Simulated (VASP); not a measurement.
In2Bi:

```
In Bi
1.0
     5.61230    0.00000    0.00000
    -2.80615    4.86040    0.00000
     0.00000    0.00000    3.30841
In Bi
2 1
Direct
  0.66667 0.33333 0.50000
  0.33333 0.66667 0.50000
  0.00000 0.00000 0.00000
```

| Item | Value |
| --- | --- |
| Program | VASP 6.6.1 |
| Task | relaxation of cell and atoms |
| Functional | LDA |
| Potentials or basis | VASP PAW LDA potentials, release 64 (In_d, Bi_d) |
| Cutoff | 600 eV |
| k mesh | 9 × 9 × 12 |
| Occupations | gaussian, width 0.1 eV |
| Spin | no spin polarisation |

At the start: pressure -4.0 GPa; volume 30.08 Å³/atom.

Question: Where does the relaxation end?

Answer: Over 5 steps the energy falls by 43.1 meV/atom and the volume is 27.03 Å³/atom (-10.2 %); space group P6/mmm (No. 191, to 0.1 Å) before and after.

Step by step:
| step | energy change (eV) | largest force (eV/Å) | pressure (GPa) | volume (Å³) |
| --- | --- | --- | --- | --- |
| 1 | 0.0000 | 0.0000 | -3.99 | 90.25 |
| 2 | -0.1270 | 0.0000 | 0.23 | 80.80 |
| 3 | -0.1272 | 0.0000 | 0.04 | 81.10 |
| 4 | -0.1291 | 0.0000 | 0.01 | 81.09 |
| 5 | -0.1293 | 0.0000 | 0.00 | 81.08 |

Final structure:
```
In Bi
1.0
     5.37849    0.00000    0.00000
    -2.68925    4.65791    0.00000
     0.00000    0.00000    3.23641
In Bi
2 1
Direct
  0.66667 0.33333 0.50000
  0.33333 0.66667 0.50000
  0.00000 0.00000 0.00000
```
